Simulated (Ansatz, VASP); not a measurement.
**Sr in VASP and in Ansatz**

File POSCAR:

```
Sr
1.0
   -2.6190000000      2.6190000000      2.3280000000
    2.6190000000     -2.6190000000      2.3280000000
    2.6190000000      2.6190000000     -2.3280000000
Sr
1
Direct
    0.0000000000      0.0000000000      0.0000000000
```

File INCAR.step1:

```
PREC = Accurate
ENCUT = 520
ISMEAR = 0
SIGMA = 0.15
LREAL = F
LASPH = T
NELM = 60
NBANDS = 11
GGA = PE
ALGO = Normal
EDIFF = 1E-4
LWAVE = T
LCHARG = F
```

File INCAR.step2:

```
PREC = Accurate
ENCUT = 520
EDIFF = 1E-6
ISMEAR = 0
SIGMA = 0.15
LREAL = F
LASPH = T
NELM = 60
ALGO = Normal
ISIF = 2
LWAVE = F
LCHARG = T
METAGGA = R2SCAN
LMIXTAU = T
LELF = T
LVHAR = T
NBANDS = 11
ISTART = 1
```

File KPOINTS:

```
regular mesh
0
Gamma
  14 14 14
```

Input for Ansatz:

```yaml
crystal:
  lattice:
    - [-2.619, 2.619, 2.328]
    - [2.619, -2.619, 2.328]
    - [2.619, 2.619, -2.328]
  atoms:
    - { symbol: Sr, position: [0.0, 0.0, 0.0] }
basis:
  ecutwfc: 500
kpoints:
  mp_grid: { grid: [14, 14, 14] }
hamiltonian:
  xc: r2scan
scf:
  occupations: { method: gaussian, width: 0.15 }
output:
  forces: true
  stress: true
  eigenvalues: true
```

Change from the starting cell: strain +0.080 along x and y, -0.040 along z, atoms carried along.

Alike in both runs: task single point; functional r2SCAN; k mesh 14 × 14 × 14; occupations gaussian, width 0.15 eV; no spin polarisation.

|  | VASP | Ansatz |
| --- | --- | --- |
| version | VASP 6.6.1 | Ansatz 0.2.0 |
| potentials or method | VASP PAW PBE potentials, release 64 (Sr_sv), cutoff 520 eV | scalar-relativistic, plane waves, PAW |
| valence electrons in the cell | 10 | 10 |

```csv
,VASP,Ansatz,Ansatz less VASP
gap on the k mesh at the Fermi level (eV),none,none,-
pressure (GPa),-1.2,-1.2,0.00
"traceless stress, the component that is largest in VASP (GPa)",0.23,0.23,-0.001
```

VASP's potentials were made for PBE, not for r2SCAN. A gap of «none» marks a metal or a gap that the smearing closes. The functional is the same, so the differences come from potentials, cutoffs and numerics.
